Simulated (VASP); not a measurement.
Wanted: the native input for a VASP 6.6.1 run.

```yaml
Task: single point
Functional: PBEsol
Potentials_or_basis: VASP PAW PBE potentials, release 64 (Zn, O)
Cutoff: 520 eV
k_mesh: 12 × 12 × 6
Occupations: gaussian, width 0.05 eV
Spin: no spin polarisation
Dipole_correction: no
Further_INCAR_settings: ALGO = Normal; EDIFF = 1e-07; NBANDS = 26
```

The structure of ZnO lies in POSCAR:

```
ZnO
1.0
    3.1863727475      0.0000000000      0.0000000000
   -1.5931863737      2.7594797452      0.0000000000
    0.0000000000      0.0000000000      5.1438970358
Zn O
2 2
Direct
    0.3333333333      0.6666666667      0.0015876069
    0.6666666667      0.3333333333      0.5015876069
    0.3333333333      0.6666666667      0.3805123931
    0.6666666667      0.3333333333      0.8805123931
```

This cell differs from its parent crystal: volume scaled by 0.960.

One way to write it, as run:

INCAR

```
ALGO     = Normal         # electronic algorithm
EDIFF    = 1E-7           # SCF threshold, eV
ENCUT    = 520            # plane-wave cutoff, eV
GGA      = PS             # functional
ISIF     = 2              # what is computed and relaxed
ISMEAR   = 0              # smearing method
LASPH    = True           # aspherical terms in the spheres
LCHARG   = False          # write CHGCAR
LREAL    = False          # projectors in reciprocal space
LWAVE    = False          # write WAVECAR
NBANDS   = 26             # bands
NELM     = 80             # most SCF steps
PREC     = Accurate       # precision mode
SIGMA    = 0.05           # smearing width, eV
```

KPOINTS

```
k-points
0
Gamma
  12 12 6
```

Potentials or basis: VASP PAW PBE potentials, release 64 (Zn, O).

Run with:

```bash
$ cat potpaw_PBE.64/Zn/POTCAR potpaw_PBE.64/O/POTCAR > POTCAR
$ mpirun -np 1 vasp_std > vasp.out
```

It gave:

* Pressure: 7.7 GPa
* Largest force: 0.004 eV/Å
* Band gap on the k mesh: 0.75 eV, direct

Caveat: the PAW data sets were made with another functional, which shifts forces and pressure a little.

Wall time 79 s on 1 thread of AMD EPYC 7R43 64-Core Processor (Zen 3) (shared host), peak memory 0.17 GiB.
